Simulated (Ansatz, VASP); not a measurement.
One calculation of MgS, two programs

File POSCAR:

```
MgS
1.0
    0.0000000000      2.8308768412      2.8308768412
    2.8308768412      0.0000000000      2.8308768412
    2.8308768412      2.8308768412      0.0000000000
Mg S
1 1
Direct
    0.0000000000      0.0000000000      0.0000000000
    0.2500000000      0.2500000000      0.2500000000
```

File INCAR.step1:

```
SYSTEM = MgS
PREC = Accurate ; ENCUT = 520
EDIFF = 1E-5 ; ISMEAR = 0
SIGMA = 0.01 ; LREAL = .False.
LASPH = .True. ; NELM = 100
ALGO = Normal ; ISIF = 2
LWAVE = .True. ; GGA = PE
NBANDS = 11
```

The input INCAR.step2:

```
SYSTEM = MgS
PREC = Accurate ; ENCUT = 520
EDIFF = 1E-6 ; ISMEAR = 0
SIGMA = 0.01 ; LREAL = .False.
LASPH = .True. ; NELM = 100
ALGO = Normal ; ISIF = 2
LWAVE = .False. ; LCHARG = .True.
GGA = PE ; LHFCALC = .True.
HFSCREEN = 0.2079 ; PRECFOCK = Normal
LELF = .True. ; LVHAR = .True.
ISTART = 1 ; NBANDS = 11
```

KPOINTS

```
regular mesh
0
Gamma
  6 6 6
  0 0 0
```

Input for Ansatz:

```yaml
crystal:
  lattice:
    - [0.0, 2.8308768412, 2.8308768412]
    - [2.8308768412, 0.0, 2.8308768412]
    - [2.8308768412, 2.8308768412, 0.0]
  atoms:
    - { symbol: Mg, position: [0.0, 0.0, 0.0] }
    - { symbol: S, position: [0.25, 0.25, 0.25] }
kpoints:
  mp_grid: { grid: [6, 6, 6] }
  band_path:
    path:
      - [0.0, 0.0, 0.0]
      - [-0.5, -0.5, 0.0]
      - [-0.375, -0.375, 0.25]
      - [-0.375, 0.0, 0.375]
      - [0.0, 0.0, 0.5]
      - [-0.5, -0.25, 0.25]
    npoints: 1
hamiltonian:
  xc: hse06
scf:
  occupations: { method: fixed }
  n_extra_bands: 4
output:
  forces: true
  stress: true
  eigenvalues: true
```

Alike in both runs: task single point; functional HSE06; k mesh 6 × 6 × 6; no spin polarisation.

```csv
,VASP,Ansatz
version,VASP 6.6.1,Ansatz 0.2.0
potentials or method,"VASP PAW PBE potentials, release 64 (Mg, S)","plane waves, PAW"
plane-wave cutoff (eV),520,420
occupations,"gaussian, width 0.01 eV",fixed
valence electrons in the cell,8,16
```

Ansatz gave:

```
gap on the k mesh at the Fermi level (eV) : 4.53
pressure (GPa)                            : 0.0
```

**Question.** What did VASP give for the same quantities?

**Answer.** gap on the k mesh at the Fermi level (eV): 4.51; pressure (GPa): -0.1.

VASP's potentials hold 8 valence electrons a cell and Ansatz's 16, so a difference there can come from the potentials and not from the codes. Ansatz's warnings: stress exchange threshold loose, stress scf threshold loose.
